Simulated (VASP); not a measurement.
Wanted: the native input for a VASP 6.6.1 run.

* Task: single point
* Functional: PBE
* Potentials or basis: VASP PAW PBE potentials, release 64 (Rb_sv, Br)
* Cutoff: 520 eV
* k mesh: 6 × 6 × 6
* Occupations: gaussian, width 0.05 eV
* Spin: no spin polarisation
* Dipole correction: no
* Further INCAR settings: ALGO = Normal; EDIFF = 1e-06; NBANDS = 15

The structure of RbBr lies in POSCAR:

```
RbBr
1.0
    4.1260773000      0.0000000000      0.0000000000
    0.0000000000      4.1260773000      0.0000000000
    0.0000000000      0.0000000000      4.1260773000
Rb Br
1 1
Direct
    0.0000000000      0.0090885355      0.0000000000
    0.5000000000      0.5000000000      0.5000000000
```

This cell differs from its parent crystal: all Rb atoms moved +0.037 Å, as atom 1 along Cartesian [0 1 0].

The input as run:

INCAR

```
PREC = Accurate ; ENCUT = 520
EDIFF = 1E-6 ; ISMEAR = 0
SIGMA = 0.05 ; LREAL = False
LASPH = True ; NELM = 100
ALGO = Normal ; ISIF = 2
LWAVE = False ; LCHARG = True
GGA = PE ; LELF = True
LVHAR = True ; NBANDS = 15
```

KPOINTS

```
Automatic mesh
0
Gamma
  6 6 6
```

Potentials or basis: VASP PAW PBE potentials, release 64 (Rb_sv, Br).

Launch:

```console
$ cat potpaw_PBE.64/Rb_sv/POTCAR potpaw_PBE.64/Br/POTCAR > POTCAR
$ mpirun -np 1 vasp_std > vasp.out
```

Results of the run:

```
Pressure               : 0.8 GPa
Largest force          : 0.031 eV/Å
Band gap on the k mesh : 4.08 eV, indirect (least direct gap 4.23 eV)
```

Caveat: the cell differs from its parent crystal (all Rb atoms moved +0.037 Å, as atom 1 along Cartesian [0 1 0]).

It took 22 s on 1 thread of Intel(R) Xeon(R) Platinum 8488C (Sapphire Rapids), with other jobs on the host, peak memory 0.19 GiB.
